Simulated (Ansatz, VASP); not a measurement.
**Ge32H20CO: VASP beside Ansatz**

```
Ge H O C
1.0
     8.00162    8.00162    0.00000
    -8.00162    8.00162    0.00000
     0.00000    0.00000   20.91290
Ge H O C
32 20 1 1
Direct
  0.68895 0.31084 0.34171
  0.81163 0.68122 0.34307
  0.04723 0.95237 0.36104
  0.31841 0.18795 0.34306
  0.96940 0.53231 0.38332
  0.20457 0.79539 0.35707
  0.46747 0.03033 0.38333
  0.53597 0.46359 0.38258
  0.87993 0.38607 0.30370
  0.87958 0.87175 0.29995
  0.12775 0.12026 0.30009
  0.38655 0.38038 0.30340
  0.11444 0.62241 0.30357
  0.37737 0.88556 0.30344
  0.61389 0.11977 0.30378
  0.61912 0.61324 0.30351
  0.99881 0.25138 0.23465
  0.00249 0.74674 0.22847
  0.25308 0.99770 0.22847
  0.50039 0.24900 0.22902
  0.24893 0.50074 0.23585
  0.49918 0.75109 0.23583
  0.74866 0.00110 0.23465
  0.75090 0.49978 0.22902
  0.87500 0.12500 0.16446
  0.87500 0.62500 0.16446
  0.12500 0.87500 0.16446
  0.37500 0.12500 0.16446
  0.12500 0.37500 0.16446
  0.37500 0.62500 0.16446
  0.62500 0.87500 0.16446
  0.62500 0.37500 0.16446
  0.95102 0.04898 0.11954
  0.79898 0.20102 0.11954
  0.95102 0.54898 0.11954
  0.79898 0.70102 0.11954
  0.20102 0.79898 0.11954
  0.04898 0.95102 0.11954
  0.45102 0.04898 0.11954
  0.29898 0.20102 0.11954
  0.20102 0.29898 0.11954
  0.04898 0.45102 0.11954
  0.45102 0.54898 0.11954
  0.29898 0.70102 0.11954
  0.70102 0.79898 0.11954
  0.54898 0.95102 0.11954
  0.70102 0.29898 0.11954
  0.54898 0.45102 0.11954
  0.01111 0.98864 0.42993
  0.41018 0.70362 0.42889
  0.29904 0.59110 0.42991
  0.33797 0.66603 0.50212
  0.23613 0.76474 0.44129
  0.32467 0.67757 0.45043
```

Alike in both runs: task single point; functional RPBE; k mesh 1 × 1 × 1; occupations gaussian, width 0.03 eV; no spin polarisation.

|  | VASP | Ansatz |
| --- | --- | --- |
| version | VASP 6.6.1 | Ansatz 0.2.0 |
| potentials or method | VASP PAW PBE potentials, release 64 (Ge_d, H, O, C) | scalar-relativistic, plane waves, PAW |
| plane-wave cutoff (eV) | 520 | 420 |
| valence electrons in the cell | 478 | 478 |

Ansatz gave:

- rms of the force components (eV/Å): 0.140

Estimate VASP's values.

rms of the force components (eV/Å): 0.147.

VASP's potentials were made for PBE, not for RPBE.
